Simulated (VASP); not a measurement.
# W3N4 (Pm-3m) in VASP: single point with PBE

Aim: the single point of W3N4 with PBE.

All numbers are computed with VASP 6.6.1; they aren't measurements. Logs are shortened: lines on timing, memory, paths and dates and some standing lists are left out, and cuts for length are marked.

### Step 1. The cell of the first run

Symmetry: Pm-3m, No. 221, cubic system. The conventional cell has a = 4.220 Å, b = 4.220 Å, c = 4.220 Å, α = 90.00°, β = 90.00°, γ = 90.00°. Within 2.8 Å of W (site symmetry 4/mmm) lie 6 N at 2.11 Å. N (site symmetry m-3m) has 6 W at 2.11 Å within 2.8 Å. N (site symmetry 4/mmm) has 4 W at 2.11 Å within 2.8 Å.

### Step 2. Single point, PBE

The input, INCAR:

```
SYSTEM = W3N4
PREC = Accurate
ENCUT = 1330
EDIFF = 1E-6
ISMEAR = 0
SIGMA = 0.1
LREAL = .FALSE.
LASPH = .TRUE.
NELM = 120
ALGO = Normal
ISIF = 2
LWAVE = .FALSE.
LCHARG = .FALSE.
GGA = PE
NBANDS = 40
GGA_COMPAT = .FALSE.
```

The input, KPOINTS:

```
regular mesh
0
G
  4 4 4
  0 0 0
```

The input, POSCAR:

```
W3N4
1.0
    4.2204907000      0.0000000000      0.0000000000
    0.0000000000      4.2204907000      0.0000000000
    0.0000000000      0.0000000000      4.2204907000
W N
3 4
Direct
    0.5000000000      0.5000000000      0.0000000000
    0.0000000000      0.5000000000      0.5000000000
    0.5000000000      0.0000000000      0.5000000000
    0.5000000000      0.5000000000      0.5000000000
    0.5000000000      0.0000000000      0.0000000000
    0.0000000000      0.5000000000      0.0000000000
    0.0000000000      0.0000000000      0.5000000000
```

Potentials or basis: VASP PAW PBE potentials, release 64 (W_sv, N_h).

The run is started by

```bash
$ cat potpaw_PBE.64/W_sv/POTCAR potpaw_PBE.64/N_h/POTCAR > POTCAR
$ mpirun -np 1 vasp_std > vasp.out
```

OUTCAR:

```text
SYSTEM = W3N4
   PREC = Accurate
   ENCUT = 1330
   EDIFF = 1E-6
   ISMEAR = 0
   LREAL = .FALSE.
   LASPH = .TRUE.
   NELM = 120
   ISIF = 2
   GGA = PE

 ion  position               nearest neighbor table
   1  0.500  0.500  0.000-   4 2.11   5 2.11   6 2.11   4 2.11   5 2.11   6 2.11   3 2.98   3 2.98
                             3 2.98   2 2.98   3 2.98   2 2.98   2 2.98   2 2.98
   2  0.000  0.500  0.500-   4 2.11   6 2.11   7 2.11   6 2.11   7 2.11   4 2.11   3 2.98   3 2.98
                             1 2.98   1 2.98   3 2.98   1 2.98   1 2.98   3 2.98
   3  0.500  0.000  0.500-   4 2.11   5 2.11   7 2.11   5 2.11   4 2.11   7 2.11   2 2.98   1 2.98
                             2 2.98   1 2.98   1 2.98   2 2.98   1 2.98   2 2.98
   4  0.500  0.500  0.500-   1 2.11   2 2.11   3 2.11   1 2.11   3 2.11   2 2.11
   5  0.500  0.000  0.000-   1 2.11   3 2.11   3 2.11   1 2.11
   6  0.000  0.500  0.000-   1 2.11   2 2.11   2 2.11   1 2.11
   7  0.000  0.000  0.500-   2 2.11   3 2.11   2 2.11   3 2.11

  LATTYP: Found a simple cubic cell.
 ALAT       =     4.2204907000

  Lattice vectors:

 A1 = (   4.2204907000,   0.0000000000,   0.0000000000)
 A2 = (   0.0000000000,   4.2204907000,   0.0000000000)
 A3 = (   0.0000000000,   0.0000000000,   4.2204907000)

Analysis of symmetry for initial positions (statically):
=====================================================================
 Subroutine PRICEL returns:
 Original cell was already a primitive cell.

 Routine SETGRP: Setting up the symmetry group for a
 simple cubic supercell.

 Subroutine GETGRP returns: Found 48 space group operations
 (whereof 48 operations were pure point group operations)
 out of a pool of 48 trial point group operations.

The static configuration has the point symmetry O_h .

Analysis of symmetry for dynamics (positions and initial velocities):
=====================================================================
 Subroutine PRICEL returns:
 Original cell was already a primitive cell.

 Routine SETGRP: Setting up the symmetry group for a
 simple cubic supercell.

 Subroutine GETGRP returns: Found 48 space group operations
 (whereof 48 operations were pure point group operations)
 out of a pool of 48 trial point group operations.

The dynamic configuration has the point symmetry O_h .

 Subroutine INISYM returns: Found 48 space group operations
[... 93 lines left out ...]
   LREAL  =      F    real-space projection
   EDIFFG = 0.1E-04   stopping-criterion for IOM
   NSW    =      0    number of steps for IOM
   IBRION =     -1    ionic relax: 0-MD 1-quasi-New 2-CG
   NFREE  =      0    steps in history (QN), initial steepest desc. (CG)
   ISIF   =      2    stress and relaxation
   ISYM   =      2    0-nonsym 1-usesym 2-fastsym
   POTIM  = 0.5000    time-step for ionic-motion
   TEBEG  =    0.0;   TEEND  =   0.0 temperature during run
   PSTRESS=    0.0 pullay stress
   NELECT =      62.0000    total number of electrons
   NUPDOWN=      -1.0000    fix difference up-down
   EMIN   =  10.00;   EMAX   =-10.00  energy-range for DOS
   EFERMI =   0.00;   METHOD = LEGACY
   ISMEAR =     0;   SIGMA  =   0.10  broadening in eV -4-tet -1-fermi 0-gaus
   EFERMI_NEDOS =   21; number of points for ismear=-14 and -15
   IALGO  =     38    algorithm
   IMIX   =      4    mixing-type and parameters
     AMIX     =   0.40;   BMIX     =  1.00
     AMIX_MAG =   1.60;   BMIX_MAG =  1.00
  volume/ion in A,a.u.               =      10.74        72.47
  Fermi-wavevector in a.u.,A,eV,Ry     =   1.535238  2.901180 32.068339  2.356956
  Thomas-Fermi vector in A             =   2.642055
   LORBIT       =      0    0 simple, 1 ext, 2 COOP (PROOUT), +10 PAW based schemes
   GGA     = PE    functional components
   LHFCALC =     F    Hartree Fock is set to
   AEXX    =    0.0000 exact exchange contribution
   IVDW    =     0    specifies the selected vdW correction
   LEPSILON=     F    determine dielectric tensor
   LRPA    =     F    only Hartree local field effects (RPA)
 non-spin polarized calculation
 Gauss-broadening in eV      SIGMA  =   0.10
  energy-cutoff  :     1330.00
  volume of cell :       75.18
 maximum number of plane-waves:      8340
   NGX = 25   NGY = 25   NGZ = 25

 number of electron      62.0000001 magnetization

 Free energy of the ion-electron system (eV)
  ---------------------------------------------------
  ext. energy  EPLUGINS =         0.00000000
  ---------------------------------------------------
  free energy    TOTEN  =       -72.26259558 eV

  energy without entropy =      -72.22856858  energy(sigma->0) =      -72.24558208

 E-fermi :  11.1448     XC(G=0): -12.9920

 val. band max:       11.1271579683   @ k =   0.5000   0.2500   0.2500
 cond. band min:      11.1798676547   @ k =   0.5000   0.5000   0.2500
 fundamental gap:      0.0527096863
 Fermi energy:        11.1448444126

 k-point     1 :       0.0000    0.0000    0.0000
  band No.  band energies     occupation
      1     -64.8245      2.00000
      2     -64.7613      2.00000
      3     -64.7613      2.00000
      4     -29.4166      2.00000
      5     -29.4166      2.00000
      6     -29.4166      2.00000
[... 419 lines left out ...]
     39      16.7740      0.00000
     40      16.7740      0.00000

------------------------ aborting loop because EDIFF is reached ----------------------------------------

  FORCE on cell =-STRESS in cart. coord.  units (eV):
  Direction    XX          YY          ZZ          XY          YZ          ZX
  --------------------------------------------------------------------------------------
  -------------------------------------------------------------------------------------
  Total        0.6051363      0.6051363      0.6051363      0.0000000      0.0000000      0.0000000
  in kB       12.8965922     12.8965922     12.8965922      0.0000000      0.0000000      0.0000000
  external PRESSURE =      12.8965922 kB  Pullay stress =       0.0000000 kB

 VOLUME and BASIS-vectors are now :
 -----------------------------------------------------------------------------
  energy-cutoff  :     1330.00
  volume of cell :       75.18
      direct lattice vectors                 reciprocal lattice vectors
     4.220490700  0.000000000  0.000000000     0.236939273  0.000000000  0.000000000
     0.000000000  4.220490700  0.000000000     0.000000000  0.236939273  0.000000000
     0.000000000  0.000000000  4.220490700     0.000000000  0.000000000  0.236939273

 POSITION                                       TOTAL-FORCE (eV/Angst)
 -----------------------------------------------------------------------------------
      2.11025      2.11025      0.00000         0.000000      0.000000      0.000000
      0.00000      2.11025      2.11025         0.000000      0.000000      0.000000
      2.11025      0.00000      2.11025         0.000000      0.000000      0.000000
      2.11025      2.11025      2.11025         0.000000      0.000000      0.000000
      2.11025      0.00000      0.00000         0.000000      0.000000      0.000000
      0.00000      2.11025      0.00000         0.000000      0.000000      0.000000
      0.00000      0.00000      2.11025         0.000000      0.000000      0.000000
 -----------------------------------------------------------------------------------
    total drift:                                0.000000      0.000000      0.000000

  FREE ENERGIE OF THE ION-ELECTRON SYSTEM (eV)
  ---------------------------------------------------
  free  energy   TOTEN  =       -72.2625955790 eV

  energy  without entropy=      -72.2285685805  energy(sigma->0) =      -72.24558208
```

stdout:

```text
POSCAR found type information on POSCAR W N
 POSCAR found :  2 types and       7 ions
 scaLAPACK will be used
 LDA part: xc-table for (Slater+PW92), standard interpolation
 POSCAR, INCAR and KPOINTS ok, starting setup
 FFT: planning ... GRIDC
 FFT: planning ... GRID_SOFT
 FFT: planning ... GRID
 WAVECAR not read
 entering main loop
```

Run time: 94 s. Hardware: 1 thread of AMD EPYC 7R43 (Zen 3), shared host; peak memory 0.36 GiB.

Results:

```
Free energy            : -72.2626 eV
Pressure               : 1.3 GPa
Band gap on the k mesh : zero (bands 31 and 32 overlap by 2.26 eV)
```

Caveat: the k points lie up to 0.37 Å⁻¹ apart, too coarse for converged energies and pressures of a metal; spin-orbit coupling is left out, which moves the levels of the heavy elements.

The gap in the log of VASP goes by the Fermi energy; the results here count the filled bands.